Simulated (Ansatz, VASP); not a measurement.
BW in VASP and in Ansatz

```
B W
1.0
     4.52618    0.00000    0.00000
    -3.42182    2.96268    0.00000
     0.00000    0.00000    3.09513
B W
2 2
Direct
  0.56102 0.43898 0.25000
  0.43898 0.56102 0.75000
  0.85538 0.14461 0.25000
  0.14461 0.85538 0.75000
```

Alike in both runs: task single point; functional LDA; k mesh 8 × 8 × 8; occupations fermi-dirac, width 0.05 eV; no spin polarisation.

|  | VASP | Ansatz |
| --- | --- | --- |
| version | VASP 6.6.1 | Ansatz 0.2.0 |
| potentials or method | VASP PAW LDA potentials, release 64 (B, W_sv) | plane waves, PAW |
| plane-wave cutoff (eV) | 520 | 420 |
| valence electrons in the cell | 34 | 34 |

VASP gave:

| Item | Value |
| --- | --- |
| gap on the k mesh at the Fermi level (eV) | none |
| pressure (GPa) | -8.3 |
| traceless stress, the component that is largest in VASP (GPa) | 0.49 |
| rms of the force components (eV/Å) | 0.016 |

Q: What did Ansatz give for the same quantities?

A: gap on the k mesh at the Fermi level (eV): none; pressure (GPa): -10.0; traceless stress, the component that is largest in VASP (GPa): 0.45; rms of the force components (eV/Å): 0.015.

LDA's correlation is that of Perdew and Zunger in VASP and of Perdew and Wang (1992) in Ansatz. Atom by atom the forces differ by 0.005 eV/Å (rms over components). A gap of «none» marks a metal or a gap that the smearing closes.

Spin-orbit coupling is off throughout.
